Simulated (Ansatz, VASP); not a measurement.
One calculation of B, two programs

```
CELL_PARAMETERS angstrom
0.00000 1.48534 1.48534
1.48534 0.00000 1.48534
1.48534 1.48534 0.00000
ATOMIC_POSITIONS crystal
B 0.00000 0.00000 0.00000
```

Alike in both runs: task relaxation of cell and atoms; functional PBEsol; k mesh 18 × 18 × 18; occupations fermi-dirac, width 0.1 eV; no spin polarisation.

```csv
,VASP,Ansatz
version,VASP 6.6.1,Ansatz 0.2.0
potentials or method,"VASP PAW PBE potentials, release 64 (B), cutoff 600 eV","plane waves (420 eV) with PAW, scalar-relativistic"
valence electrons in the cell,3,3
```

|  | VASP | Ansatz | Ansatz less VASP |
| --- | --- | --- | --- |
| relaxed volume (Å³/atom) | 5.83 | 5.82 | -0.006 |
| relaxed cell length with the largest relative difference (Å) | 2.020 | 2.019 | -0.0007 |

VASP's potentials were made for PBE, not for PBEsol, and Ansatz warns of the same on its side.
